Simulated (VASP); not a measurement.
# Si4IrPt2 (C2/m) in VASP: single point with PBE

Aim: the single point of Si4IrPt2 with PBE.

All numbers are computed with VASP 6.6.1; they aren't measurements. Logs are shortened: lines on timing, memory, paths and dates and some standing lists are left out, and cuts for length are marked.

### 1 The cell of the first run

Symmetry: C2/m, No. 12, monoclinic system. The conventional cell has a = 11.911 Å, b = 3.709 Å, c = 5.082 Å, α = 90.00°, β = 94.07°, γ = 90.00°. Within 3.2 Å of Si (site symmetry m) lie 1 Ir at 2.42 Å and 4 Pt at 2.50 to 2.56 Å and 2 Si at 3.01 Å. Within 3.1 Å of Si (site symmetry m) lie 1 Si at 2.36 Å and 2 Ir at 2.44 Å and 2 Pt at 2.58 Å. Ir (site symmetry 2/m) has 6 Si at 2.42 to 2.44 Å and 2 Pt at 2.75 Å within 3.2 Å. Within 3.3 Å of Pt (site symmetry m) lie 6 Si at 2.50 to 2.58 Å and 1 Ir at 2.75 Å and 2 Pt at 2.83 Å.

### 2 Single point, PBE, collinear spin, ferromagnetic start

INCAR

```
  PREC = Accurate
  ENCUT = 500
  EDIFF = 1E-6
  ISMEAR = 0
  SIGMA = 0.1
  LREAL = False
  LASPH = True
  NELM = 200
  ALGO = Normal
  ISIF = 2
  LWAVE = False
  LCHARG = True
  ISPIN = 2
  MAGMOM = 0 0 0 0 1 0 0
  LORBIT = 11
  LMAXMIX = 4
  GGA = PE
  LELF = True
  LVHAR = True
  NBANDS = 36
  GGA_COMPAT = False
```

KPOINTS

```
regular mesh
0
Gamma
  6 6 4
```

POSCAR

```
Si4IrPt2
1.0
    5.9556623411     -1.8544387530      0.0000000000
    5.9556623411      1.8544387530      0.0000000000
   -0.3603535423      0.0000000000      5.0693334193
Si Ir Pt
4 1 2
Direct
    0.1821096851      0.1821096851      0.8186070469
    0.8178903149      0.8178903149      0.1813929531
    0.4553618989      0.4553618989      0.6994612104
    0.5446381011      0.5446381011      0.3005387896
    0.0000000000      0.0000000000      0.0000000000
    0.1952408367      0.1952408367      0.3241755082
    0.8047591633      0.8047591633      0.6758244918
```

Potentials or basis: VASP PAW PBE potentials, release 64 (Si, Ir, Pt).

Launch:

```bash
cat potpaw_PBE.64/Si/POTCAR potpaw_PBE.64/Ir/POTCAR potpaw_PBE.64/Pt/POTCAR > POTCAR
mpirun -np 1 vasp_std > vasp.out
```

OUTCAR:

```text
PREC = Accurate
   ENCUT = 500
   EDIFF = 1E-6
   ISMEAR = 0
   LREAL = False
   LASPH = True
   NELM = 200
   ISIF = 2
   ISPIN = 2
   LORBIT = 11
   GGA = PE

 ion  position               nearest neighbor table
   1  0.182  0.182  0.819-   5 2.42   7 2.50   7 2.50   6 2.53   6 2.56   2 3.01   2 3.01
   2  0.818  0.818  0.181-   5 2.42   6 2.50   6 2.50   7 2.53   7 2.56   1 3.01   1 3.01
   3  0.455  0.455  0.699-   4 2.36   5 2.44   5 2.44   7 2.58   7 2.58
   4  0.545  0.545  0.301-   3 2.36   5 2.44   5 2.44   6 2.58   6 2.58
   5  0.000  0.000  0.000-   1 2.42   2 2.42   4 2.44   4 2.44   3 2.44   3 2.44   6 2.75   7 2.75

   6  0.195  0.195  0.324-   2 2.50   2 2.50   1 2.53   1 2.56   4 2.58   4 2.58   5 2.75   7 2.83
                             7 2.83
   7  0.805  0.805  0.676-   1 2.50   1 2.50   2 2.53   2 2.56   3 2.58   3 2.58   5 2.75   6 2.83
                             6 2.83

  LATTYP: Found a base centered monoclinic cell.
 ALAT       =    11.9113246822
 B/A-ratio  =     0.3113740583
 C/A-ratio  =     0.4266633041
 COS(beta)  =    -0.0709060741

  Lattice vectors:

 A1 = (   5.9556623411,  -1.8544387530,   0.0000000000)
 A2 = (   5.9556623411,   1.8544387530,   0.0000000000)
 A3 = (  -0.3603535423,   0.0000000000,   5.0693334193)

Analysis of symmetry for initial positions (statically):
=====================================================================
 Subroutine PRICEL returns:
 Original cell was already a primitive cell.

 Routine SETGRP: Setting up the symmetry group for a
 base centered monoclinic supercell.

 Subroutine GETGRP returns: Found  4 space group operations
 (whereof  4 operations were pure point group operations)
 out of a pool of  4 trial point group operations.

The static configuration has the point symmetry C_2h.

Analysis of symmetry for dynamics (positions and initial velocities):
=====================================================================
 Subroutine PRICEL returns:
 Original cell was already a primitive cell.

 Routine SETGRP: Setting up the symmetry group for a
 base centered monoclinic supercell.

 Subroutine GETGRP returns: Found  4 space group operations
 (whereof  4 operations were pure point group operations)
 out of a pool of  4 trial point group operations.

The dynamic configuration has the point symmetry C_2h.

Analysis of structural, dynamic, and magnetic symmetry:
=====================================================================
 Subroutine PRICEL returns:
 Original cell was already a primitive cell.

 Routine SETGRP: Setting up the symmetry group for a
[... 160 lines left out ...]
  ---------------------------------------------------
  ext. energy  EPLUGINS =         0.00000000
  ---------------------------------------------------
  free energy    TOTEN  =       -46.22267895 eV

  energy without entropy =      -46.20808872  energy(sigma->0) =      -46.21538383

 E-fermi :   9.1664     XC(G=0): -11.6176

 val. band max:        9.1474412161   @ k =   0.5000   0.5000   0.5000
 cond. band min:       9.1735409772   @ k =   0.5000   0.5000   0.5000
 fundamental gap:      0.0260997611
 Fermi energy:         9.1663922687

 spin component 1

 k-point     1 :       0.0000    0.0000    0.0000
  band No.  band energies     occupation
      1      -3.1525      1.00000
      2      -0.1599      1.00000
      3       0.5754      1.00000
      4       1.6309      1.00000
      5       2.7591      1.00000
      6       3.0897      1.00000
[... 877 lines left out ...]
     33      15.7101      0.00000
     34      16.3959      0.00000

 [... further k-points ...]

 spin component 2

 k-point     1 :       0.0000    0.0000    0.0000
  band No.  band energies     occupation
      1      -3.1525      1.00000
      2      -0.1599      1.00000
      3       0.5754      1.00000
      4       1.6310      1.00000
      5       2.7592      1.00000
      6       3.0897      1.00000
[... 877 lines left out ...]
     33      15.7101      0.00000
     34      16.3960      0.00000

 [... further k-points ...]

 [bands above 34 left out]

------------------------ aborting loop because EDIFF is reached ----------------------------------------

  FORCE on cell =-STRESS in cart. coord.  units (eV):
  Direction    XX          YY          ZZ          XY          YZ          ZX
  --------------------------------------------------------------------------------------
  -------------------------------------------------------------------------------------
  Total        0.1754580      0.3350372      0.0428113      0.0000000      0.0000000     -0.0280539
  in kB        2.5105003      4.7938031      0.6125559      0.0000000      0.0000000     -0.4014029
  external PRESSURE =       2.6389531 kB  Pullay stress =       0.0000000 kB

 VOLUME and BASIS-vectors are now :
 -----------------------------------------------------------------------------
  energy-cutoff  :      500.00
  volume of cell :      111.98
      direct lattice vectors                 reciprocal lattice vectors
     5.955662341 -1.854438753  0.000000000     0.083953719 -0.269623356  0.005967850
     5.955662341  1.854438753  0.000000000     0.083953719  0.269623356  0.005967850
    -0.360353542  0.000000000  5.069333419     0.000000000  0.000000000  0.197264594

 POSITION                                       TOTAL-FORCE (eV/Angst)
 -----------------------------------------------------------------------------------
      1.87418      0.00000      4.14979         0.004954      0.000000     -0.050662
      9.67679      0.00000      0.91954        -0.004954      0.000000      0.050662
      5.17191      0.00000      3.54580         0.013511      0.000000     -0.036072
      6.37906      0.00000      1.52353        -0.013511      0.000000      0.036072
      0.00000      0.00000      0.00000        -0.000000      0.000000      0.000000
      2.20876      0.00000      1.64335         0.053649      0.000000      0.100520
      9.34221      0.00000      3.42598        -0.053649      0.000000     -0.100520
 -----------------------------------------------------------------------------------
    total drift:                               -0.000000     -0.000000      0.000000

  FREE ENERGIE OF THE ION-ELECTRON SYSTEM (eV)
  ---------------------------------------------------
  free  energy   TOTEN  =       -46.2226789480 eV

  energy  without entropy=      -46.2080887155  energy(sigma->0) =      -46.21538383

 total charge

# of ion       s       p       d       tot
------------------------------------------
    1        0.763   0.782   0.000   1.545
    2        0.763   0.782   0.000   1.545
    3        0.771   0.819   0.000   1.589
    4        0.771   0.819   0.000   1.589
    5        0.711   0.766   7.276   8.752
    6        0.702   0.733   8.121   9.556
    7        0.702   0.733   8.121   9.556
--------------------------------------------------
tot          5.182   5.434  23.518  34.134

 magnetization (x)

# of ion       s       p       d       tot
------------------------------------------
    1       -0.000   0.000   0.000   0.000
    2       -0.000   0.000   0.000   0.000
    3        0.000   0.000   0.000   0.000
    4        0.000   0.000   0.000   0.000
    5        0.000   0.000  -0.000  -0.000
    6        0.000   0.000  -0.000  -0.000
    7        0.000   0.000  -0.000  -0.000
--------------------------------------------------
tot          0.000   0.000  -0.000   0.000
```

OSZICAR:

```text
N       E                     dE             d eps       ncg     rms          rms(c)
DAV:   1     0.225338481747E+03    0.22534E+03   -0.19041E+04  6776   0.110E+03
DAV:   2    -0.336552826973E+02   -0.25899E+03   -0.23081E+03  6952   0.237E+02
DAV:   3    -0.482321531621E+02   -0.14577E+02   -0.14085E+02  8568   0.590E+01
DAV:   4    -0.485591611497E+02   -0.32701E+00   -0.32536E+00  8112   0.956E+00
DAV:   5    -0.485674784317E+02   -0.83173E-02   -0.83124E-02  8328   0.152E+00    0.236E+01
DAV:   6    -0.467315926974E+02    0.18359E+01   -0.10439E+01  7924   0.223E+01    0.106E+01
DAV:   7    -0.463457828387E+02    0.38581E+00   -0.19799E+00  7644   0.130E+01    0.519E+00
DAV:   8    -0.462514279968E+02    0.94355E-01   -0.32775E-01  9348   0.631E+00    0.247E+00
DAV:   9    -0.462234040909E+02    0.28024E-01   -0.84270E-02  8852   0.302E+00    0.558E-01
DAV:  10    -0.462226398994E+02    0.76419E-03   -0.91435E-03  7696   0.679E-01    0.371E-01
DAV:  11    -0.462226926078E+02   -0.52708E-04   -0.10026E-03  8292   0.200E-01    0.154E-01
DAV:  12    -0.462226809342E+02    0.11674E-04   -0.11382E-04  9328   0.782E-02    0.460E-02
DAV:  13    -0.462226787670E+02    0.21672E-05   -0.44505E-05  9140   0.431E-02    0.118E-02
DAV:  14    -0.462226789480E+02   -0.18100E-06   -0.42682E-06  7868   0.152E-02
   1 F= -.46222679E+02 E0= -.46215384E+02  d E =-.145902E-01  mag=     0.0000
```

stdout:

```text
POSCAR found type information on POSCAR SiIrPt
 POSCAR found :  3 types and       7 ions
 scaLAPACK will be used
 LDA part: xc-table for (Slater+PW92), standard interpolation
 POSCAR, INCAR and KPOINTS ok, starting setup
 FFT: planning ... GRIDC
 FFT: planning ... GRID_SOFT
 FFT: planning ... GRID
 WAVECAR not read
 entering main loop
```

It took 5.9 min on 1 thread of Intel Xeon Platinum 8259CL at 2.50GHz (Skylake/Cascade Lake), shared host; peak memory 0.53 GiB.

Results:

* Free energy: -46.2227 eV
* Pressure: 0.3 GPa
* Largest force: 0.114 eV/Å
* Net moment: 0.00 μB per cell
* Valence electrons inside the program's atomic spheres: Si 1.54, 1.59; Ir 8.75; Pt 9.56

Forces on the atoms (eV/Å):
```
Si   0.005  0.000 -0.051
Si  -0.005  0.000  0.051
Si   0.014  0.000 -0.036
Si  -0.014  0.000  0.036
Ir   0.000  0.000  0.000
Pt   0.054  0.000  0.101
Pt  -0.054  0.000 -0.101
```

Levels at points of the mesh, in eV from the Fermi level:
Spin up:
```
           k point  band 21  band 22  band 23  band 24  band 25  band 26
(0.00, 0.00, 0.00)    -1.96    -0.24     0.95     1.03     1.04     1.82
(0.50, 0.00, 0.00)    -1.97    -1.87    -1.14    -0.67     1.68     1.72
(0.50, 0.50, 0.00)    -1.47    -1.16    -0.86     1.57     2.03     3.26
(0.00, 0.00, 0.50)     0.19     0.70     1.13     2.48     2.76     2.90
(0.50, 0.00, 0.50)    -1.89    -1.79    -0.38     0.71     1.82     2.04
(0.50, 0.50, 0.50)    -0.02     0.01     1.34     1.83     2.04     2.79
```
Spin down:
| k point | band 21 | band 22 | band 23 | band 24 | band 25 | band 26 |
| --- | --- | --- | --- | --- | --- | --- |
| (0.00, 0.00, 0.00) | -1.96 | -0.24 | 0.95 | 1.03 | 1.04 | 1.82 |
| (0.50, 0.00, 0.00) | -1.97 | -1.87 | -1.14 | -0.67 | 1.68 | 1.72 |
| (0.50, 0.50, 0.00) | -1.47 | -1.16 | -0.86 | 1.57 | 2.03 | 3.26 |
| (0.00, 0.00, 0.50) | 0.19 | 0.70 | 1.13 | 2.48 | 2.76 | 2.90 |
| (0.50, 0.00, 0.50) | -1.89 | -1.79 | -0.38 | 0.71 | 1.82 | 2.04 |
| (0.50, 0.50, 0.50) | -0.02 | 0.01 | 1.34 | 1.83 | 2.04 | 2.79 |

Caveat: spin-orbit coupling is left out, which moves the levels of the heavy elements.
